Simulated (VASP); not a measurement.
# PtS2 (C2/m) in VASP: a series of runs

PtS2 is run at these levels: PBEsol; tasks: single point.

All numbers are computed with VASP 6.6.1; they aren't measurements. Logs are shortened: lines on timing, memory, paths and dates and some standing lists are left out, and cuts for length are marked.

## (1) The cell of the first run

The structure is monoclinic, space group C2/m (No. 12). Conventional cell: a = 6.137 Å, b = 3.809 Å, c = 5.039 Å, α = 90.00°, β = 90.00°, γ = 90.00°. Pt (site symmetry 2/m) has 6 S at 2.40 to 2.50 Å within 3.2 Å. S (site symmetry m) has 3 Pt at 2.40 to 2.50 Å and 6 S at 3.25 to 3.32 Å within 3.4 Å.

## (2) Single point, PBEsol (strain +0.0750 x Voigt [1, 0, 0, 0, 0, 0])

INCAR reads:

```
SYSTEM = PtS2
ALGO     = Normal         ! electronic algorithm
EDIFF    = 1E-7           ! SCF threshold, eV
ENCUT    = 520            ! plane-wave cutoff, eV
GGA      = PS             ! functional
ISIF     = 2              ! what is computed and relaxed
ISMEAR   = 0              ! smearing method
LASPH    = .True.         ! aspherical terms in the spheres
LCHARG   = .False.        ! write CHGCAR
LREAL    = .False.        ! projectors in reciprocal space
LWAVE    = .False.        ! write WAVECAR
NBANDS   = 18             ! bands
NELM     = 60             ! most SCF steps
PREC     = Accurate       ! precision mode
SIGMA    = 0.05           ! smearing width, eV
```

KPOINTS reads:

```
k-points
0
Gamma
  12 12 8
  0 0 0
```

POSCAR reads:

```
PtS2
1.0
    3.8089394365      0.0000000000      0.0000000000
   -1.9044697182      3.0685007567      0.0000000000
    0.0000000000      0.0000000000      5.0388000000
Pt S
1 2
Direct
    0.0000000000      0.0000000000      0.0000000000
    0.3333333333      0.6666666667      0.2500000000
    0.6666666667      0.3333333333      0.7500000000
```

Potentials or basis: VASP PAW PBE potentials, release 64 (Pt, S).

On the command line:

```
cat potpaw_PBE.64/Pt/POTCAR potpaw_PBE.64/S/POTCAR > POTCAR
mpirun -np 1 vasp_std > vasp.out
```

OUTCAR:

```text
SYSTEM = PtS2
   EDIFF = 1E-7
   ENCUT = 520
   GGA = PS
   ISIF = 2
   ISMEAR = 0
   LASPH = .True.
   LREAL = .False.
   NELM = 60
   PREC = Accurate

 ion  position               nearest neighbor table
   1  0.000  0.000  0.000-   2 2.40   3 2.40   3 2.50   2 2.50   3 2.50   2 2.50
   2  0.333  0.667  0.250-   1 2.40   1 2.50   1 2.50
   3  0.667  0.333  0.750-   1 2.40   1 2.50   1 2.50

  Warning from LATTYP: Monoclinic adjustment (A1->A3, A2->A1, A3->A2)!
  LATTYP: Found a base centered orthorhombic cell.
 ALAT       =     3.8089394365
 B/A-ratio  =     1.6112100535
 C/A-ratio  =     1.3228879283

  Lattice vectors:

 A1 = (   1.9044697182,  -3.0685007567,   0.0000000000)
 A2 = (   1.9044697183,   3.0685007567,   0.0000000000)
 A3 = (   0.0000000000,   0.0000000000,   5.0388000000)

Analysis of symmetry for initial positions (statically):
=====================================================================
 Subroutine PRICEL returns:
 Original cell was already a primitive cell.

 Routine SETGRP: Setting up the symmetry group for a
 base centered orthorhombic supercell.

 Subroutine GETGRP returns: Found  4 space group operations
 (whereof  4 operations were pure point group operations)
 out of a pool of  8 trial point group operations.

The static configuration has the point symmetry C_2h.

Analysis of symmetry for dynamics (positions and initial velocities):
=====================================================================
 Subroutine PRICEL returns:
 Original cell was already a primitive cell.

 Routine SETGRP: Setting up the symmetry group for a
 base centered orthorhombic supercell.

 Subroutine GETGRP returns: Found  4 space group operations
 (whereof  4 operations were pure point group operations)
 out of a pool of  8 trial point group operations.

The dynamic configuration has the point symmetry C_2h.

 Subroutine INISYM returns: Found  4 space group operations
 (whereof  4 operations are pure point group operations),
 and found     1 'primitive' translations

----------------------------------------------------------------------------------------

                                     Primitive cell

  volume of cell :      58.8922

  direct lattice vectors                    reciprocal lattice vectors
     3.808939437  0.000000000  0.000000000     0.262540273  0.162946025  0.000000000
    -1.904469718  3.068500757  0.000000000     0.000000000  0.325892049  0.000000000
     0.000000000  0.000000000  5.038800000     0.000000000  0.000000000  0.198459951

  length of vectors
     3.808939437  3.611468095  5.038800000     0.308996443  0.325892049  0.198459951

  position of ions in fractional coordinates (direct lattice)
     0.000000000  0.000000000  0.000000000
     0.333333333  0.666666667  0.250000000
     0.666666667  0.333333333  0.750000000

  ion indices of the primitive-cell ions
   primitive index   ion index
                 1           1
                 2           2
                 3           3

----------------------------------------------------------------------------------------

 KPOINTS: k-points

Automatic generation of k-mesh.
 Grid dimensions read from file:
 generate k-points for:   12   12    8

 Generating k-lattice:

  Cartesian coordinates                     Fractional coordinates (reciprocal lattice)
     0.021878356  0.013578835  0.000000000     0.083333333  0.000000000  0.000000000
     0.000000000  0.027157671  0.000000000     0.000000000  0.083333333  0.000000000
     0.000000000  0.000000000  0.024807494     0.000000000  0.000000000  0.125000000

  Length of vectors
     0.025749704  0.027157671  0.024807494

  Shift w.r.t. Gamma in fractional coordinates (k-lattice)
     0.000000000  0.000000000  0.000000000

 Subroutine IBZKPT returns following result:
 ===========================================

 Found    320 irreducible k-points:

 Following reciprocal coordinates:
            Coordinates               Weight
  0.000000  0.000000  0.000000      1.000000
  0.083333  0.000000  0.000000      4.000000
  0.166667  0.000000  0.000000      4.000000
  0.250000  0.000000  0.000000      4.000000
  0.333333  0.000000  0.000000      4.000000
  0.416667  0.000000  0.000000      4.000000
[... 16 lines left out ...]
  0.333333  0.166667  0.000000      4.000000
  0.416667  0.166667  0.000000      4.000000
 [... further k-points ...]
   k-points           NKPTS =    320   k-points in BZ     NKDIM =    320   number of bands    NBANDS=     18
   number of dos      NEDOS =    301   number of ions     NIONS =      3
   total plane-waves  NPLWV =  31360
   dimension x,y,z NGX =    28 NGY =   28 NGZ =   40
   dimension x,y,z NGXF=    56 NGYF=   56 NGZF=   80
   ions per type =               1   2
   NGX,Y,Z   is equivalent  to a cutoff of  12.22, 12.89, 13.20 a.u.
   NGXF,Y,Z  is equivalent  to a cutoff of  24.44, 25.78, 26.39 a.u.
 SYSTEM =  PtS2
   PREC   = accura    normal or accurate (medium, high low for compatibility)
   ISTART =      0    job   : 0-new  1-cont  2-samecut
   ICHARG =      2    charge: 1-file 2-atom 10-const
   ISPIN  =      1    spin polarized calculation?
   LNONCOLLINEAR =      F non collinear calculations
   LSORBIT =      F    spin-orbit coupling
   LASPH  =      T    aspherical Exc in radial PAW
   ENCUT  =  520.0 eV  38.22 Ry    6.18 a.u.   7.08  6.71  9.37*2*pi/ulx,y,z
   NELM   =     60;   NELMIN=  2; NELMDL= -5     # of ELM steps
   EDIFF  = 0.1E-06   stopping-criterion for ELM
   LREAL  =      F    real-space projection
   EDIFFG = 0.1E-05   stopping-criterion for IOM
   NSW    =      0    number of steps for IOM
   IBRION =     -1    ionic relax: 0-MD 1-quasi-New 2-CG
   NFREE  =      0    steps in history (QN), initial steepest desc. (CG)
   ISIF   =      2    stress and relaxation
   ISYM   =      2    0-nonsym 1-usesym 2-fastsym
   POTIM  = 0.5000    time-step for ionic-motion
   TEBEG  =    0.0;   TEEND  =   0.0 temperature during run
   PSTRESS=    0.0 pullay stress
   NELECT =      22.0000    total number of electrons
   NUPDOWN=      -1.0000    fix difference up-down
   EMIN   =  10.00;   EMAX   =-10.00  energy-range for DOS
   EFERMI =   0.00;   METHOD = LEGACY
   ISMEAR =     0;   SIGMA  =   0.05  broadening in eV -4-tet -1-fermi 0-gaus
   EFERMI_NEDOS =   21; number of points for ismear=-14 and -15
   IALGO  =     38    algorithm
   IMIX   =      4    mixing-type and parameters
     AMIX     =   0.40;   BMIX     =  1.00
     AMIX_MAG =   1.60;   BMIX_MAG =  1.00
  volume/ion in A,a.u.               =      19.63       132.47
  Fermi-wavevector in a.u.,A,eV,Ry     =   1.179044  2.228070 18.914059  1.390144
  Thomas-Fermi vector in A             =   2.315362
   LORBIT       =      0    0 simple, 1 ext, 2 COOP (PROOUT), +10 PAW based schemes
   GGA     = PS    functional components
   LHFCALC =     F    Hartree Fock is set to
   AEXX    =    0.0000 exact exchange contribution
   IVDW    =     0    specifies the selected vdW correction
   LEPSILON=     F    determine dielectric tensor
   LRPA    =     F    only Hartree local field effects (RPA)
 non-spin polarized calculation
 Gauss-broadening in eV      SIGMA  =   0.05
  energy-cutoff  :      520.00
  volume of cell :       58.89
 maximum number of plane-waves:      1600
   NGX = 15   NGY = 13   NGZ = 19

 number of electron      21.9999998 magnetization

 Free energy of the ion-electron system (eV)
  ---------------------------------------------------
  ext. energy  EPLUGINS =         0.00000000
  ---------------------------------------------------
  free energy    TOTEN  =       -16.68740388 eV

  energy without entropy =      -16.68738235  energy(sigma->0) =      -16.68739312

 E-fermi :   5.9486     XC(G=0): -10.5462

 val. band max:        5.8777622501   @ k =   0.0000   0.0000   0.0000
 cond. band min:       6.0263901187   @ k =   0.3333   0.3333   0.0000
 fundamental gap:      0.1486278687
 Fermi energy:         5.9485931666

 k-point     1 :       0.0000    0.0000    0.0000
  band No.  band energies     occupation
      1      -8.8877      2.00000
      2      -6.3024      2.00000
      3      -0.6728      2.00000
      4      -0.2010      2.00000
      5      -0.1536      2.00000
      6       2.2369      2.00000
[... 10 lines left out ...]
     17      14.2240      0.00000
     18      17.7802      0.00000

 k-point     2 :       0.0833    0.0000    0.0000
  band No.  band energies     occupation
      1      -8.8155      2.00000
      2      -6.3353      2.00000
      3      -0.5905      2.00000
      4      -0.1399      2.00000
      5      -0.1107      2.00000
      6       2.1381      2.00000
[... 10 lines left out ...]
     17      14.2842      0.00000
     18      16.5368      0.00000

 k-point     3 :       0.1667    0.0000    0.0000
  band No.  band energies     occupation
      1      -8.6067      2.00000
      2      -6.4267      2.00000
      3      -0.3651      2.00000
      4       0.0019      2.00000
      5       0.0528      2.00000
      6       1.7482      2.00000
[... 10 lines left out ...]
     17      14.6759      0.00000
     18      15.2980      0.00000

 k-point     4 :       0.2500    0.0000    0.0000
  band No.  band energies     occupation
      1      -8.2858      2.00000
      2      -6.5600      2.00000
      3      -0.1034      2.00000
      4       0.1656      2.00000
      5       0.3816      2.00000
      6       1.0915      2.00000
[... 10 lines left out ...]
     17      14.5247      0.00000
     18      14.8786      0.00000

 k-point     5 :       0.3333    0.0000    0.0000
  band No.  band energies     occupation
      1      -7.8976      2.00000
      2      -6.7218      2.00000
      3      -0.1945      2.00000
      4       0.3083      2.00000
      5       0.6617      2.00000
      6       0.9935      2.00000
[... 10 lines left out ...]
     17      14.4036      0.00000
     18      14.6674      0.00000

 k-point     6 :       0.4167    0.0000    0.0000
  band No.  band energies     occupation
      1      -7.5053      2.00000
      2      -6.9162      2.00000
      3      -0.6489      2.00000
      4       0.4011      2.00000
      5       0.8723      2.00000
      6       1.5914      2.00000
[... 10 lines left out ...]
     17      14.0738      0.00000
     18      15.5567      0.00000

 k-point     7 :       0.5000    0.0000    0.0000
  band No.  band energies     occupation
      1      -7.1892      2.00000
      2      -7.1512      2.00000
      3      -0.8486      2.00000
      4       0.4305      2.00000
      5       1.0059      2.00000
      6       1.9560      2.00000
[... 10 lines left out ...]
     17      13.9329      0.00000
     18      16.3807      0.00000

 k-point     8 :       0.0000    0.0833    0.0000
  band No.  band energies     occupation
      1      -8.8035      2.00000
      2      -6.3405      2.00000
      3      -0.5724      2.00000
      4      -0.1446      2.00000
      5      -0.0960      2.00000
      6       2.1465      2.00000
[... 10 lines left out ...]
     17      13.8362      0.00000
     18      17.0565      0.00000
[... 229 lines left out ...]
     17      13.9549      0.00000
     18      15.6808      0.00000

 k-point    20 :       0.0833    0.1667    0.0000
  band No.  band energies     occupation
      1      -8.3430      2.00000
      2      -6.5291      2.00000
      3      -0.0581      2.00000
      4       0.1659      2.00000
      5       0.2230      2.00000
      6       1.4734      2.00000
[... 10 lines left out ...]
     17      14.6803      0.00000
     18      14.8475      0.00000

 k-point    21 :       0.1667    0.1667    0.0000
  band No.  band energies     occupation
      1      -8.0266      2.00000
      2      -6.6506      2.00000
      3       0.1782      2.00000
      4       0.3067      2.00000
      5       0.4554      2.00000
      6       1.0174      2.00000
[... 10 lines left out ...]
     17      14.1079      0.00000
     18      14.8667      0.00000

 k-point    22 :       0.2500    0.1667    0.0000
  band No.  band energies     occupation
      1      -7.6601      2.00000
      2      -6.7937      2.00000
      3      -0.0670      2.00000
      4       0.3172      2.00000
      5       0.7623      2.00000
      6       1.0330      2.00000
[... 10 lines left out ...]
     17      14.0640      0.00000
     18      14.7099      0.00000

 k-point    23 :       0.3333    0.1667    0.0000
  band No.  band energies     occupation
      1      -7.3137      2.00000
      2      -6.9567      2.00000
      3      -0.5057      2.00000
      4       0.2971      2.00000
      5       0.9475      2.00000
      6       1.3482      2.00000
[... 10 lines left out ...]
     17      14.5963      0.00000
     18      15.0482      0.00000

 k-point    24 :       0.4167    0.1667    0.0000
  band No.  band energies     occupation
      1      -7.1974      2.00000
      2      -7.0133      2.00000
      3      -0.6409      2.00000
      4       0.2230      2.00000
      5       1.0034      2.00000
      6       1.4897      2.00000
[... 10 lines left out ...]
     17      15.0550      0.00000
     18      15.4522      0.00000

 [... further k-points ...]

------------------------ aborting loop because EDIFF is reached ----------------------------------------

  FORCE on cell =-STRESS in cart. coord.  units (eV):
  Direction    XX          YY          ZZ          XY          YZ          ZX
  --------------------------------------------------------------------------------------
  -------------------------------------------------------------------------------------
  Total       -6.6306442     -2.9155681     -3.4308548     -0.0000000      0.7628190      0.0000000
  in kB     -180.3885145    -79.3188381    -93.3373577     -0.0000000     20.7527015      0.0000000
  external PRESSURE =    -117.6815701 kB  Pullay stress =       0.0000000 kB

 VOLUME and BASIS-vectors are now :
 -----------------------------------------------------------------------------
  energy-cutoff  :      520.00
  volume of cell :       58.89
      direct lattice vectors                 reciprocal lattice vectors
     3.808939437  0.000000000  0.000000000     0.262540273  0.162946025  0.000000000
    -1.904469718  3.068500757  0.000000000     0.000000000  0.325892049  0.000000000
     0.000000000  0.000000000  5.038800000     0.000000000  0.000000000  0.198459951

 POSITION                                       TOTAL-FORCE (eV/Angst)
 -----------------------------------------------------------------------------------
      0.00000      0.00000      0.00000         0.000000      0.000000      0.000000
     -0.00000      2.04567      1.25970         0.000000      0.202131     -1.169402
      1.90447      1.02283      3.77910        -0.000000     -0.202131      1.169402
 -----------------------------------------------------------------------------------
    total drift:                               -0.000000     -0.000000     -0.000000

  FREE ENERGIE OF THE ION-ELECTRON SYSTEM (eV)
  ---------------------------------------------------
  free  energy   TOTEN  =       -16.6874038815 eV

  energy  without entropy=      -16.6873823497  energy(sigma->0) =      -16.68739312
```

Run time: 5.9 min. Hardware: 1 thread of AMD EPYC 7R13, shared host; peak memory 0.4 GiB.

Results:

* Free energy: -16.6874 eV
* Pressure: -11.8 GPa
* Largest force: 1.187 eV/Å
* Band gap on the k mesh: 0.15 eV (least direct gap 0.58 eV)

Forces on the atoms (eV/Å):
```
Pt   0.000  0.000  0.000
S    0.000  0.202 -1.169
S    0.000 -0.202  1.169
```

Levels at points of the mesh, in eV from the valence-band top:
```
           k point  band 9  band 10  band 11  band 12  band 13  band 14
(0.00, 0.00, 0.00)   -1.32    -1.09     0.00     1.33     1.49     4.24
(0.50, 0.00, 0.00)   -2.97    -2.80    -2.55     0.80     2.15     5.17
(0.00, 0.50, 0.00)   -3.02    -2.94    -2.41     1.13     1.93     4.54
(0.00, 0.00, 0.50)   -1.65    -1.42    -1.38     1.97     2.12     5.25
(0.50, 0.00, 0.50)   -2.70    -2.47    -1.37     1.08     1.56     4.72
(0.00, 0.50, 0.50)   -2.95    -2.51    -1.44     0.94     1.66     4.50
```

Caveat: the cell differs from its parent crystal (strain +0.0750 x Voigt [1, 0, 0, 0, 0, 0]); the cell stands under tension; the PAW data sets were made with another functional, which shifts forces and pressure a little; spin-orbit coupling is left out, which moves the levels of the heavy elements.

## (3) Single point, PBEsol (strain +0.0875 x Voigt [1, 0, 0, 0, 0, 0])

INCAR reads:

```
PREC = Accurate
ENCUT = 520
EDIFF = 1E-6
ISMEAR = 0
SIGMA = 0.05
LREAL = F
LASPH = T
NELM = 80
ALGO = Normal
ISIF = 2
LWAVE = F
LCHARG = T
GGA = PS
LELF = T
LVHAR = T
NBANDS = 18
```

KPOINTS reads:

```
regular mesh
0
Gamma
  12 12 8
```

POSCAR reads:

```
PtS2
1.0
    3.8532294299      0.0000000000      0.0000000000
   -1.9266147150      3.0685007567      0.0000000000
    0.0000000000      0.0000000000      5.0388000000
Pt S
1 2
Direct
    0.0000000000      0.0000000000      0.0000000000
    0.3333333333      0.6666666667      0.2500000000
    0.6666666667      0.3333333333      0.7500000000
```

Potentials or basis: VASP PAW PBE potentials, release 64 (Pt, S).

On the command line:

```
cat potpaw_PBE.64/Pt/POTCAR potpaw_PBE.64/S/POTCAR > POTCAR
mpirun -np 1 vasp_std > vasp.out
```

It took 6 min on 1 thread of AMD EPYC 7R13, shared host; peak memory 0.4 GiB.

It converged, with:

| Quantity | Value |
| --- | --- |
| Free energy | -16.6066 eV |
| Pressure | -12.8 GPa |
| Largest force | 1.250 eV/Å |
| Band gap on the k mesh | 0.07 eV (least direct gap 0.56 eV) |

Forces in eV/Å, atoms in the order of the input:
```
Pt   0.000  0.000  0.000
S    0.000  0.208 -1.233
S    0.000 -0.208  1.233
```

Stress tensor (GPa, compression positive):
```
-19.87   0.00   0.00
  0.00  -8.59   2.18
  0.00   2.18  -9.80
```

Levels at points of the mesh, in eV from the valence-band top:
```tsv
k point	band 9	band 10	band 11	band 12	band 13	band 14
(0.00, 0.00, 0.00)	-1.35	-1.10	-0.01	1.26	1.43	4.21
(0.50, 0.00, 0.00)	-2.93	-2.77	-2.54	0.73	2.10	5.14
(0.00, 0.50, 0.00)	-3.02	-2.92	-2.39	1.10	1.85	4.41
(0.00, 0.00, 0.50)	-1.68	-1.45	-1.38	1.89	2.05	5.21
(0.50, 0.00, 0.50)	-2.68	-2.44	-1.35	1.01	1.51	4.68
(0.00, 0.50, 0.50)	-2.93	-2.47	-1.44	0.87	1.57	4.46
```

Caveat: the cell differs from its parent crystal (strain +0.0875 x Voigt [1, 0, 0, 0, 0, 0]); the cell stands under tension; the PAW data sets were made with another functional, which shifts forces and pressure a little; spin-orbit coupling is left out, which moves the levels of the heavy elements.
